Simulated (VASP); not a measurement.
# Si8C7 (a cell with a defect) in VASP: notebook, part 2 of 2

VASP 6.6.1.

**4. Single point, PBEsol**

File INCAR:

```
  PREC = Accurate
  ENCUT = 520
  EDIFF = 1E-7
  ISMEAR = 0
  SIGMA = 0.05
  LREAL = Auto
  LASPH = T
  NELM = 80
  ALGO = Normal
  ISIF = 2
  LWAVE = F
  LCHARG = F
  GGA = PS
  NELECT = 56.0
  NBANDS = 43
```

File KPOINTS:

```
regular mesh
0
Gamma
  6 6 6
```

File POSCAR:

```
Si8C7
1.0
    4.3568001662      0.0000000000     -4.3568001662
    0.0000000000      4.3568001662     -4.3568001662
    4.3568001662      4.3568001662      0.0000000000
Si C
8 7
Direct
    0.5000000000      0.0000000000      0.0000000000
    0.5000000000      0.0000000000      0.5000000000
    0.5000000000      0.5000000000      0.0000000000
    0.5000000000      0.5000000000      0.5000000000
    1.0000000000      0.0000000000      0.0000000000
    1.0000000000      0.0000000000      0.5000000000
    1.0000000000      0.5000000000      0.0000000000
    1.0000000000      0.5000000000      0.5000000000
    0.1047125541      0.1452874459      0.4375000000
    0.1250000000      0.6250000000      0.1250000000
    0.1250000000      0.6250000000      0.6250000000
    0.6250000000      0.1250000000      0.1250000000
    0.6250000000      0.1250000000      0.6250000000
    0.6250000000      0.6250000000      0.1250000000
    0.6250000000      0.6250000000      0.6250000000
```

Potentials or basis: VASP PAW PBE potentials, release 64 (Si, C).

Launch:

```console
> cat potpaw_PBE.64/Si/POTCAR potpaw_PBE.64/C/POTCAR > POTCAR
> mpirun -np 1 vasp_std > vasp.out
```

OUTCAR:

```text
PREC = Accurate
   ENCUT = 520
   EDIFF = 1E-7
   ISMEAR = 0
   LREAL = Auto
   LASPH = T
   NELM = 80
   ISIF = 2
   GGA = PS
   NELECT = 56.0

 ion  position               nearest neighbor table
   1  0.500  0.000  0.000-  12 1.89  13 1.89  14 1.89   2 3.08   3 3.08   5 3.08   2 3.08   4 3.08
                             6 3.08   3 3.08   4 3.08   7 3.08   5 3.08   6 3.08   7 3.08
   2  0.500  0.000  0.500-  13 1.89  12 1.89  15 1.89   9 2.30   4 3.08   6 3.08   1 3.08   1 3.08
                             3 3.08   5 3.08   3 3.08   4 3.08   8 3.08   5 3.08   6 3.08   8 3.08
   3  0.500  0.500  0.000-  14 1.89  12 1.89  10 1.89  15 1.89   4 3.08   7 3.08   1 3.08   2 3.08
                             4 3.08   8 3.08   1 3.08   2 3.08   5 3.08   5 3.08   7 3.08   8 3.08
   4  0.500  0.500  0.500-  15 1.89  13 1.89  14 1.89  11 1.89   3 3.08   8 3.08   2 3.08   1 3.08
                             3 3.08   7 3.08   1 3.08   2 3.08   6 3.08   6 3.08   7 3.08   8 3.08
   5  0.000  0.000  0.000-  10 1.89  12 1.89   7 3.08   1 3.08   6 3.08   2 3.08   6 3.08   8 3.08
                             3 3.08   7 3.08   8 3.08   1 3.08   2 3.08   3 3.08
   6  0.000  0.000  0.500-   9 1.16  11 1.89  13 1.89   2 3.08   5 3.08   8 3.08   1 3.08   5 3.08
                             7 3.08   4 3.08   7 3.08   8 3.08   1 3.08   2 3.08   4 3.08
   7  0.000  0.500  0.000-  10 1.89  11 1.89  14 1.89   3 3.08   5 3.08   8 3.08   4 3.08   6 3.08
                             8 3.08   1 3.08   5 3.08   6 3.08   1 3.08   3 3.08   4 3.08
   8  0.000  0.500  0.500-  11 1.89  10 1.89  15 1.89   9 2.13   6 3.08   7 3.08   4 3.08   3 3.08
                             5 3.08   7 3.08   2 3.08   5 3.08   6 3.08   2 3.08   3 3.08   4 3.08
   9  0.105  0.145  0.438-   6 1.16   8 2.13   2 2.30
  10  0.125  0.625  0.125-   7 1.89   5 1.89   3 1.89   8 1.89
  11  0.125  0.625  0.625-   8 1.89   6 1.89   7 1.89   4 1.89
  12  0.625  0.125  0.125-   1 1.89   2 1.89   3 1.89   5 1.89
  13  0.625  0.125  0.625-   2 1.89   1 1.89   4 1.89   6 1.89
  14  0.625  0.625  0.125-   3 1.89   1 1.89   4 1.89   7 1.89
  15  0.625  0.625  0.625-   4 1.89   3 1.89   2 1.89   8 1.89

 -----------------------------------------------------------------------------
|                                                                             |
|           W    W    AA    RRRRR   N    N  II  N    N   GGGG   !!!           |
|           W    W   A  A   R    R  NN   N  II  NN   N  G    G  !!!           |
|           W    W  A    A  R    R  N N  N  II  N N  N  G       !!!           |
|           W WW W  AAAAAA  RRRRR   N  N N  II  N  N N  G  GGG   !            |
|           WW  WW  A    A  R   R   N   NN  II  N   NN  G    G                |
|           W    W  A    A  R    R  N    N  II  N    N   GGGG   !!!           |
|                                                                             |
|     The distance between some ions is very small. Please check the          |
|     nearest-neighbor list in the OUTCAR file.                               |
|     I HOPE YOU KNOW WHAT YOU ARE DOING!                                     |
|                                                                             |
 -----------------------------------------------------------------------------

  LATTYP: Found a face centered cubic cell.
 ALAT       =     8.7136003324

  Lattice vectors:

 A1 = (   4.3568001662,   0.0000000000,  -4.3568001662)
 A2 = (   0.0000000000,   4.3568001662,  -4.3568001662)
 A3 = (   4.3568001662,   4.3568001662,   0.0000000000)

Analysis of symmetry for initial positions (statically):
=====================================================================
 Subroutine PRICEL returns:
 Original cell was already a primitive cell.

 Routine SETGRP: Setting up the symmetry group for a
 face centered cubic supercell.

[... 145 lines left out ...]
   LREAL  =      T    real-space projection
   EDIFFG = 0.1E-05   stopping-criterion for IOM
   NSW    =      0    number of steps for IOM
   IBRION =     -1    ionic relax: 0-MD 1-quasi-New 2-CG
   NFREE  =      0    steps in history (QN), initial steepest desc. (CG)
   ISIF   =      2    stress and relaxation
   ISYM   =      2    0-nonsym 1-usesym 2-fastsym
   POTIM  = 0.5000    time-step for ionic-motion
   TEBEG  =    0.0;   TEEND  =   0.0 temperature during run
   PSTRESS=    0.0 pullay stress
   NELECT =      56.0000    total number of electrons
   NUPDOWN=      -1.0000    fix difference up-down
   EMIN   =  10.00;   EMAX   =-10.00  energy-range for DOS
   EFERMI =   0.00;   METHOD = LEGACY
   ISMEAR =     0;   SIGMA  =   0.05  broadening in eV -4-tet -1-fermi 0-gaus
   EFERMI_NEDOS =   21; number of points for ismear=-14 and -15
   IALGO  =     38    algorithm
   IMIX   =      4    mixing-type and parameters
     AMIX     =   0.40;   BMIX     =  1.00
     AMIX_MAG =   1.60;   BMIX_MAG =  1.00
  volume/ion in A,a.u.               =      11.03        74.41
  Fermi-wavevector in a.u.,A,eV,Ry     =   1.141020  2.156215 17.713783  1.301926
  Thomas-Fermi vector in A             =   2.277721
   LORBIT       =      0    0 simple, 1 ext, 2 COOP (PROOUT), +10 PAW based schemes
   GGA     = PS    functional components
   LHFCALC =     F    Hartree Fock is set to
   AEXX    =    0.0000 exact exchange contribution
   IVDW    =     0    specifies the selected vdW correction
   LEPSILON=     F    determine dielectric tensor
   LRPA    =     F    only Hartree local field effects (RPA)
 non-spin polarized calculation
 Gauss-broadening in eV      SIGMA  =   0.05
  energy-cutoff  :      520.00
  volume of cell :      165.40
 maximum number of plane-waves:      4477
 NGX is ok and might be reduce to    48
   NGX = 23   NGY = 23   NGZ = 23

 number of electron      56.0000006 magnetization

 Free energy of the ion-electron system (eV)
  ---------------------------------------------------
  ext. energy  EPLUGINS =         0.00000000
  ---------------------------------------------------
  free energy    TOTEN  =      -128.08901558 eV

  energy without entropy =     -128.08074716  energy(sigma->0) =     -128.08488137

 E-fermi :   7.0104     XC(G=0): -11.0108

 val. band max:        7.0100231926   @ k =  -0.3333   0.3333  -0.3333
 cond. band min:       7.0128894017   @ k =   0.1667   0.0000  -0.1667
 fundamental gap:      0.0028662091
 Fermi energy:         7.0104040126

 k-point     1 :       0.0000    0.0000    0.0000
  band No.  band energies     occupation
      1      -7.3450      2.00000
      2      -4.4365      2.00000
      3      -4.1487      2.00000
      4      -3.9394      2.00000
      5      -3.3287      2.00000
      6      -2.8521      2.00000
[... 1021 lines left out ...]
     39      13.6536      0.00000
     40      13.7146      0.00000

 [... further k-points ...]

 [bands above 40 left out]

------------------------ aborting loop because EDIFF is reached ----------------------------------------

  FORCE on cell =-STRESS in cart. coord.  units (eV):
  Direction    XX          YY          ZZ          XY          YZ          ZX
  --------------------------------------------------------------------------------------
  -------------------------------------------------------------------------------------
  Total      -48.7523332    -42.5500923     24.5457140      4.5155990    -21.7481998    -10.4945008
  in kB     -472.2511998   -412.1717020    237.7679620     43.7414354   -210.6691672   -101.6575061
  external PRESSURE =    -215.5516466 kB  Pullay stress =       0.0000000 kB

 VOLUME and BASIS-vectors are now :
 -----------------------------------------------------------------------------
  energy-cutoff  :      520.00
  volume of cell :      165.40
      direct lattice vectors                 reciprocal lattice vectors
     4.356800166  0.000000000 -4.356800166     0.114763125 -0.114763125 -0.114763125
     0.000000000  4.356800166 -4.356800166    -0.114763125  0.114763125 -0.114763125
     4.356800166  4.356800166  0.000000000     0.114763125  0.114763125  0.114763125

 POSITION                                       TOTAL-FORCE (eV/Angst)
 -----------------------------------------------------------------------------------
      2.17840      0.00000     -2.17840         1.081937     -1.295962     -0.875244
      4.35680      2.17840     -2.17840        -0.375415     -1.051617      0.022703
      2.17840      2.17840     -4.35680         0.000102      0.022500      0.009235
      4.35680      4.35680     -4.35680         0.063783      0.005244      0.076619
      0.00000      0.00000      0.00000        -0.004573      0.034219      1.248581
      2.17840      2.17840      0.00000       -10.769363    -21.350589     66.711852
      0.00000      2.17840     -2.17840        -1.097974      1.190178     -0.759349
      2.17840      4.35680     -2.17840        -1.100278     -0.652128      0.315852
      2.36231      2.53909     -1.08920        13.543989     23.622834    -67.328873
      1.08920      3.26760     -3.26760        -0.179532     -0.470669     -1.204637
      3.26760      5.44600     -3.26760         0.694681     -1.253805      0.912642
      3.26760      1.08920     -3.26760        -0.389007      0.028448     -0.860966
      5.44600      3.26760     -3.26760        -1.385355      0.877992      1.251710
      3.26760      3.26760     -5.44600         0.047286      0.073900      0.350505
      5.44600      5.44600     -5.44600        -0.130282      0.219455      0.129368
 -----------------------------------------------------------------------------------
    total drift:                                0.000063      0.001560     -0.002086

  FREE ENERGIE OF THE ION-ELECTRON SYSTEM (eV)
  ---------------------------------------------------
  free  energy   TOTEN  =      -128.0890155770 eV

  energy  without entropy=     -128.0807471643  energy(sigma->0) =     -128.08488137
```

It took 13 min on 1 thread of Intel Xeon 6975P-C (Granite Rapids), shared host; peak memory 0.61 GiB.

Results:

| Property | Result |
| --- | --- |
| Free energy | -128.0890 eV |
| Largest force | 72.627 eV/Å |

Forces in eV/Å, atoms in the order of the input:
```
Si    1.082  -1.296  -0.875
Si   -0.375  -1.052   0.023
Si    0.000   0.022   0.009
Si    0.064   0.005   0.077
Si   -0.005   0.034   1.249
Si  -10.769 -21.351  66.712
Si   -1.098   1.190  -0.759
Si   -1.100  -0.652   0.316
C    13.544  23.623 -67.329
C    -0.180  -0.471  -1.205
C     0.695  -1.254   0.913
C    -0.389   0.028  -0.861
C    -1.385   0.878   1.252
C     0.047   0.074   0.351
C    -0.130   0.219   0.129
```

Levels at points of the mesh, in eV from the Fermi level:
```tsv
k point	band 25	band 26	band 27	band 28	band 29	band 30	band 31	band 32
(0.00, 0.00, 0.00)	-0.32	0.01	0.04	0.32	0.49	1.71	2.76	3.32
(0.50, 0.00, 0.00)	-1.09	-1.00	-0.23	0.15	0.17	0.53	2.34	3.32
(0.00, 0.50, 0.00)	-1.02	-0.83	-0.42	0.15	0.17	0.45	2.20	3.32
(0.00, 0.00, 0.50)	-0.83	-0.79	-0.64	-0.08	-0.02	0.75	2.88	3.35
(0.50, 0.50, 0.50)	-0.85	-0.72	-0.69	-0.42	-0.08	1.54	2.29	3.42
(0.50, 0.50, 0.00)	-1.07	-0.67	-0.59	-0.58	-0.17	-0.15	2.55	3.36
(0.00, 0.50, 0.50)	-0.86	-0.82	-0.76	-0.52	0.43	1.33	1.82	2.86
(0.50, 0.00, 0.50)	-0.87	-0.83	-0.77	-0.46	0.39	1.25	1.68	2.88
```

Caveat: the cell carries a net charge on a neutralising background, which shifts energy and pressure; the cell differs from its parent crystal (atoms taken out, atom 9 moved 0.375 of the way to it and -0.125 Å across, host rigid); the cell is charged against a uniform background, so pressure and absolute levels hang on convention; atoms lie so close that the PAW spheres overlap strongly, which falsifies energies and pressures; the PAW data sets were made with another functional, which shifts forces and pressure a little.

**5. Single point, PBEsol**

File INCAR:

```
PREC = Accurate
ENCUT = 520
EDIFF = 1E-6
ISMEAR = 0
SIGMA = 0.05
LREAL = Auto
LASPH = True
NELM = 60
ALGO = Normal
ISIF = 2
LWAVE = False
LCHARG = False
GGA = PS
NELECT = 56.0
NBANDS = 43
```

File KPOINTS:

```
Automatic mesh
0
Gamma
  6 6 6
```

Changes to POSCAR since step 4:

```diff
@@ -16,3 +16,3 @@
     1.0000000000      0.5000000000      0.5000000000
-    0.1047125541      0.1452874459      0.4375000000
+    0.0641376623      0.1858623377      0.6875000000
     0.1250000000      0.6250000000      0.1250000000
```

Launch:

```console
> cat potpaw_PBE.64/Si/POTCAR potpaw_PBE.64/C/POTCAR > POTCAR
> mpirun -np 1 vasp_std > vasp.out
```

Wall time 8.4 min (1 thread of Intel Xeon 6975P-C (Granite Rapids), shared host); peak memory 0.61 GiB.

Results (log left out):

```
Free energy   : -142.7763 eV
Largest force : 7.732 eV/Å
```

Forces in eV/Å, atoms in the order of the input:
```
Si   1.216 -0.795 -0.921
Si  -0.001  0.340 -0.130
Si   0.225  0.057  0.145
Si  -0.179 -0.190  0.224
Si   3.092  1.389  5.132
Si   0.954  1.287  0.586
Si  -0.940  1.221 -0.967
Si  -3.626  2.171 -4.221
C    0.277 -7.717 -0.379
C    0.425 -0.085 -0.038
C    0.249  0.199 -0.907
C   -0.348  1.127  0.788
C   -0.559  0.300 -0.010
C    0.002 -0.143  0.382
C   -0.789  0.840  0.317
```

Levels at points of the mesh, in eV from the Fermi level:
| k point | band 26 | band 27 | band 28 | band 29 | band 30 | band 31 |
| --- | --- | --- | --- | --- | --- | --- |
| (0.00, 0.00, 0.00) | 0.03 | 0.36 | 0.47 | 0.70 | 2.24 | 2.59 |
| (0.50, 0.00, 0.00) | -0.98 | -0.44 | 0.23 | 0.25 | 0.72 | 3.04 |
| (0.00, 0.50, 0.00) | -0.71 | -0.18 | 0.25 | 0.32 | 0.75 | 3.21 |
| (0.00, 0.00, 0.50) | -0.57 | -0.54 | 0.05 | 0.19 | 0.89 | 3.41 |
| (0.50, 0.50, 0.50) | -0.62 | -0.58 | -0.16 | 0.43 | 0.89 | 3.38 |
| (0.50, 0.50, 0.00) | -0.60 | -0.39 | -0.38 | -0.18 | 0.44 | 2.92 |
| (0.00, 0.50, 0.50) | -0.70 | -0.57 | -0.32 | 0.00 | 0.63 | 2.91 |
| (0.50, 0.00, 0.50) | -0.69 | -0.59 | -0.25 | 0.04 | 0.63 | 2.94 |

Caveat: the cell carries a net charge on a neutralising background, which shifts energy and pressure; the cell differs from its parent crystal (atoms taken out, atom 9 moved -0.125 of the way to it and -0.375 Å across, host rigid); the cell is charged against a uniform background, so pressure and absolute levels hang on convention; the PAW data sets were made with another functional, which shifts forces and pressure a little.
